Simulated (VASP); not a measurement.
The system is KLaC.

```
K La C
1.0
     3.01851   -3.36045    0.00000
     3.01851    3.36045    0.00000
     0.00000    0.00000    4.59496
K La C
1 1 1
Cartesian
  3.0185 0.0000 2.2975
  0.0000 0.0000 2.2975
  3.0185 0.0000 0.0000
```

```yaml
Program: VASP 6.6.1
Task: relaxation of cell and atoms
Functional: PBE
Potentials_or_basis: VASP PAW PBE potentials, release 64 (K_sv, La, C)
Cutoff: 600 eV
k_mesh: 10 × 10 × 10
Occupations: gaussian, width 0.1 eV
Spin: no spin polarisation
```

At the start: pressure 0.1 GPa; volume 31.07 Å³/atom.

How do energy, volume and symmetry change on relaxing?

Over 9 steps the energy falls by 3.5 meV/atom; space group P4/mmm (No. 123, to 0.05 Å).

Step by step:
```tsv
step	energy change (eV)	largest force (eV/Å)	pressure (GPa)	volume (Å³)
1	0.0000	0.0000	0.09	93.22
2	-0.0022	0.0000	0.06	93.44
3	-0.0063	0.0000	-0.06	94.08
4	-0.0084	0.0000	-0.24	95.29
5	-0.0104	0.0000	-0.07	93.81
6	-0.0105	0.0000	-0.04	93.48
7	-0.0105	0.0000	-0.03	93.38
8	-0.0104	0.0000	0.07	93.03
9	-0.0105	0.0000	0.01	93.25
```

Final structure:
```
CELL_PARAMETERS angstrom
3.17750 -3.18251 0.00000
3.17750 3.18251 0.00000
0.00000 0.00000 4.61089
ATOMIC_POSITIONS crystal
K 0.50000 0.50000 0.50000
La 0.00000 0.00000 0.50000
C 0.50000 0.50000 0.00000
```
